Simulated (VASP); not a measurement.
# Te (Fm-3m) in VASP: a series of runs, part 2 of 2

VASP 6.6.1. Earlier steps stand in the parts before.

## (3) Single point, PBE (24.92 Å³/atom)

This run uses another cell than the first one, of 24.92 Å³/atom.

File INCAR:

```
SYSTEM = Te
PREC = Accurate
ENCUT = 520
EDIFF = 1E-7
ISMEAR = -1
SIGMA = 0.1
LREAL = .FALSE.
LASPH = .TRUE.
NELM = 100
ALGO = Normal
ISIF = 2
LWAVE = .FALSE.
LCHARG = .TRUE.
GGA = PE
LELF = .TRUE.
LVHAR = .TRUE.
NBANDS = 9
```

File KPOINTS:

```
regular mesh
0
G
  18 18 18
  0 0 0
```

File POSCAR:

```
Te
1.0
    0.0000000000      2.3184382807      2.3184382807
    2.3184382807      0.0000000000      2.3184382807
    2.3184382807      2.3184382807      0.0000000000
Te
1
Direct
    0.0000000000      0.0000000000      0.0000000000
```

Potentials or basis: VASP PAW PBE potentials, release 64 (Te).

The run is started by

```console
cat potpaw_PBE.64/Te/POTCAR > POTCAR
mpirun -np 1 vasp_std > vasp.out
```

OUTCAR:

```text
SYSTEM = Te
   PREC = Accurate
   ENCUT = 520
   EDIFF = 1E-7
   ISMEAR = -1
   LREAL = .FALSE.
   LASPH = .TRUE.
   NELM = 100
   ISIF = 2
   GGA = PE

 ion  position               nearest neighbor table
   1  0.000  0.000  0.000-

  LATTYP: Found a face centered cubic cell.
 ALAT       =     4.6368765614

  Lattice vectors:

 A1 = (   0.0000000000,   2.3184382807,   2.3184382807)
 A2 = (   2.3184382807,   0.0000000000,   2.3184382807)
[... 466 lines left out ...]
      9      22.0079      0.00000

 [... further k-points ...]

------------------------ aborting loop because EDIFF is reached ----------------------------------------

  FORCE on cell =-STRESS in cart. coord.  units (eV):
  Direction    XX          YY          ZZ          XY          YZ          ZX
  --------------------------------------------------------------------------------------
  -------------------------------------------------------------------------------------
  Total        1.4149835      1.4149835      1.4149835      0.0000000      0.0000000     -0.0000000
  in kB       90.9589327     90.9589327     90.9589327      0.0000000      0.0000000     -0.0000000
  external PRESSURE =      90.9589327 kB  Pullay stress =       0.0000000 kB

 VOLUME and BASIS-vectors are now :
 -----------------------------------------------------------------------------
  energy-cutoff  :      520.00
  volume of cell :       24.92
      direct lattice vectors                 reciprocal lattice vectors
     0.000000000  2.318438281  2.318438281    -0.215662416  0.215662416  0.215662416
     2.318438281  0.000000000  2.318438281     0.215662416 -0.215662416  0.215662416
     2.318438281  2.318438281  0.000000000     0.215662416  0.215662416 -0.215662416

 POSITION                                       TOTAL-FORCE (eV/Angst)
 -----------------------------------------------------------------------------------
      0.00000      0.00000      0.00000         0.000000      0.000000     -0.000000
 -----------------------------------------------------------------------------------
    total drift:                                0.000000     -0.000000     -0.000000

  FREE ENERGIE OF THE ION-ELECTRON SYSTEM (eV)
  ---------------------------------------------------
  free  energy   TOTEN  =        -2.6595894328 eV

  energy  without entropy=       -2.6324537083  energy(sigma->0) =       -2.64602157
```

OSZICAR:

```text
N       E                     dE             d eps       ncg     rms          rms(c)
DAV:   1     0.106072906825E+02    0.10607E+02   -0.24235E+03  3518   0.519E+02
DAV:   2    -0.237302072240E+01   -0.12980E+02   -0.12634E+02  4897   0.710E+01
DAV:   3    -0.266056725800E+01   -0.28755E+00   -0.28205E+00  4361   0.100E+01
DAV:   4    -0.266181192194E+01   -0.12447E-02   -0.12445E-02  5015   0.780E-01
DAV:   5    -0.266181565311E+01   -0.37312E-05   -0.37299E-05  4528   0.350E-02    0.813E+00
DAV:   6    -0.266019142063E+01    0.16242E-02   -0.16043E-03  4214   0.213E-01    0.497E+00
DAV:   7    -0.265959643054E+01    0.59499E-03   -0.36410E-03  3842   0.318E-01    0.169E-01
DAV:   8    -0.265959298553E+01    0.34450E-05   -0.80286E-05  4210   0.596E-02    0.376E-02
DAV:   9    -0.265959049147E+01    0.24941E-05   -0.33481E-06  4887   0.106E-02    0.172E-02
DAV:  10    -0.265958975454E+01    0.73693E-06   -0.39404E-07  4103   0.366E-03    0.150E-02
DAV:  11    -0.265958941268E+01    0.34186E-06   -0.23744E-08  2527   0.132E-03    0.302E-04
DAV:  12    -0.265958943280E+01   -0.20120E-07   -0.15259E-09  2033   0.251E-04
   1 F= -.26595894E+01 E0= -.26460216E+01  d E =-.271357E-01
```

Run time: 9.4 s. Hardware: 1 thread of Intel Xeon 6975P-C (Granite Rapids), shared host; peak memory 0.17 GiB.

What came out:

| Quantity | Value |
| --- | --- |
| Free energy | -2.6596 eV |
| Pressure | 9.1 GPa |
| Band gap on the k mesh | zero (bands 3 and 4 overlap by 6.32 eV) |

Levels at points of the mesh, in eV from the Fermi level:
```csv
k point,band 1,band 2,band 3,band 4,band 5,band 6,band 7,band 8
"(0.00, 0.00, 0.00)",-14.95,3.77,3.77,3.77,9.74,9.74,9.74,10.37
"(0.50, 0.00, 0.00)",-11.39,-7.01,2.16,2.16,7.49,8.87,8.87,9.80
"(0.50, 0.50, 0.00)",-9.89,-6.16,-0.92,-0.92,3.61,4.12,19.24,19.63
```

Caveat: the cell stands under pressure; spin-orbit coupling is left out, which moves the levels of the heavy elements.

## (4) Relaxation of cell and atoms, PBE

This run uses another cell than the first one, of 28.84 Å³/atom.

File INCAR:

```
SYSTEM = Te
PREC = Accurate
ENCUT = 600
EDIFF = 1E-7
ISMEAR = -1
SIGMA = 0.1
LREAL = .False.
LASPH = .True.
NELM = 100
ALGO = Normal
ISIF = 3
LWAVE = .False.
LCHARG = .False.
GGA = PE
IBRION = 2
NSW = 80
EDIFFG = -0.01
```

File KPOINTS:

```
Automatic mesh
0
Gamma
  11 11 11
  0 0 0
```

File POSCAR:

```
Te
1.0
    0.0000000000      2.4339108928      2.4339108928
    2.4339108928      0.0000000000      2.4339108928
    2.4339108928      2.4339108928      0.0000000000
Te
1
Direct
    0.0000000000      0.0000000000      0.0000000000
```

The run is started by

```console
cat potpaw_PBE.64/Te/POTCAR > POTCAR
mpirun -np 1 vasp_std > vasp.out
```

Run time: 13 s. Hardware: 1 thread of Intel Xeon 6975P-C (Granite Rapids), shared host; peak memory 0.16 GiB.

Results (log left out):

```yaml
Free_energy: -2.7464 eV
Relaxed_volume: 28.27 Å³/atom
Relaxed_cell: a = 3.419 Å, b = 3.419 Å, c = 3.419 Å, α = 60.00°, β = 60.00°, γ = 60.00°
Space_group_after_relaxing_to_0.1_Å: Fm-3m (No. 225)
Energy_gained_by_relaxing: 1.9 meV/atom
Ionic_steps: 3
Pressure_after_relaxing: 0.0 GPa
Band_gap_on_the_k_mesh: zero (bands 3 and 4 overlap by 4.78 eV)
```

The path:
```tsv
step	energy change (eV)	largest force (eV/Å)	pressure (GPa)	volume (Å³)
1	0.0000	0.0000	-1.03	28.84
2	-0.0016	0.0000	0.40	28.07
3	-0.0019	0.0000	0.00	28.27
```

Final structure:
```
CELL_PARAMETERS angstrom
0.00000 2.41780 2.41780
2.41780 0.00000 2.41780
2.41780 2.41780 0.00000
ATOMIC_POSITIONS crystal
Te 0.00000 0.00000 0.00000
```

Levels at points of the mesh, in eV from the Fermi level:
```
           k point  band 1  band 2  band 3  band 4  band 5  band 6
(0.00, 0.00, 0.00)  -13.86    3.06    3.06    3.06    9.53    9.53
```

Caveat: spin-orbit coupling is left out, which moves the levels of the heavy elements.

## (5) Single point, PBE (26.06 Å³/atom)

This run uses another cell than the first one, of 26.06 Å³/atom.

File INCAR:

```
PREC = Accurate
ENCUT = 520
EDIFF = 1E-6
ISMEAR = -1
SIGMA = 0.1
LREAL = F
LASPH = T
NELM = 60
ALGO = Normal
ISIF = 2
LWAVE = F
LCHARG = T
GGA = PE
LELF = T
LVHAR = T
NBANDS = 9
```

File KPOINTS:

```
Automatic mesh
0
Gamma
  18 18 18
```

File POSCAR:

```
Te
1.0
    0.0000000000      2.3530469395      2.3530469395
    2.3530469395      0.0000000000      2.3530469395
    2.3530469395      2.3530469395      0.0000000000
Te
1
Direct
    0.0000000000      0.0000000000      0.0000000000
```

The run is started by

```console
cat potpaw_PBE.64/Te/POTCAR > POTCAR
mpirun -np 1 vasp_std > vasp.out
```

Run time: 19 s. Hardware: 1 thread of Intel Xeon 6975P-C (Granite Rapids), shared host; peak memory 0.19 GiB.

The run converged. Its results:

```
Free energy            : -2.7099 eV
Pressure               : 5.3 GPa
Band gap on the k mesh : zero (bands 3 and 4 overlap by 5.87 eV)
```

Levels at points of the mesh, in eV from the Fermi level:
| k point | band 1 | band 2 | band 3 | band 4 | band 5 | band 6 |
| --- | --- | --- | --- | --- | --- | --- |
| (0.00, 0.00, 0.00) | -14.55 | 3.50 | 3.50 | 3.50 | 9.66 | 9.66 |
| (0.50, 0.00, 0.00) | -11.25 | -6.65 | 2.00 | 2.00 | 7.29 | 8.83 |
| (0.50, 0.50, 0.00) | -9.87 | -5.84 | -0.87 | -0.87 | 3.67 | 4.23 |

Caveat: the cell stands under pressure; spin-orbit coupling is left out, which moves the levels of the heavy elements.

## (6) Single point, PBE (27.19 Å³/atom)

This run uses another cell than the first one, of 27.19 Å³/atom.

Changes to INCAR since step 5:

```diff
@@ -7,3 +7,3 @@
 LASPH = T
-NELM = 60
+NELM = 80
 ALGO = Normal
```

KPOINTS is that of step 5.

File POSCAR:

```
Te
1.0
    0.0000000000      2.3866664379      2.3866664379
    2.3866664379      0.0000000000      2.3866664379
    2.3866664379      2.3866664379      0.0000000000
Te
1
Direct
    0.0000000000      0.0000000000      0.0000000000
```

Potentials or basis: VASP PAW PBE potentials, release 64 (Te).

The run is started by

```console
cat potpaw_PBE.64/Te/POTCAR > POTCAR
mpirun -np 1 vasp_std > vasp.out
```

It took 20 s on 1 thread of Intel Xeon 6975P-C (Granite Rapids), shared host; peak memory 0.19 GiB.

Results (log left out):

| Item | Value |
| --- | --- |
| Free energy | -2.7363 eV |
| Pressure | 2.3 GPa |
| Band gap on the k mesh | zero (bands 3 and 4 overlap by 5.47 eV) |

Levels at points of the mesh, in eV from the Fermi level:
| k point | band 1 | band 2 | band 3 | band 4 | band 5 | band 6 | band 7 | band 8 |
| --- | --- | --- | --- | --- | --- | --- | --- | --- |
| (0.00, 0.00, 0.00) | -14.19 | 3.26 | 3.26 | 3.26 | 9.58 | 9.58 | 9.58 | 10.23 |
| (0.50, 0.00, 0.00) | -11.11 | -6.32 | 1.86 | 1.86 | 7.11 | 8.79 | 8.79 | 9.93 |
| (0.50, 0.50, 0.00) | -9.86 | -5.55 | -0.83 | -0.83 | 3.73 | 4.34 | 18.51 | 19.29 |

Caveat: spin-orbit coupling is left out, which moves the levels of the heavy elements.

## (7) Overview

```csv
task,cell,k mesh,cutoff (eV),gap on the mesh (eV),pressure (GPa)
single point,"a = 3.421 Å, angles 60.0°, 1 atom",11 × 11 × 11,520,none,-0.1
single point,"a = 3.279 Å, angles 60.0°, 1 atom",18 × 18 × 18,520,none,9.1
relaxation of cell and atoms,"relaxed from a = 3.442 Å, angles 60.0°, 1 atom",11 × 11 × 11,600,none,0.0
single point,"a = 3.328 Å, angles 60.0°, 1 atom",18 × 18 × 18,520,none,5.3
single point,"a = 3.375 Å, angles 60.0°, 1 atom",18 × 18 × 18,520,none,2.3
```

Alike in all rows: level PBE; potentials or basis VASP PAW PBE potentials, release 64 (Te); no spin polarisation; smearing fermi-dirac 0.1 eV.

Caveats: spin-orbit coupling is left out, which moves the levels of the heavy elements; the cell stands under pressure (at least some runs).

Absolute energies hang on the potentials; compare differences alone.
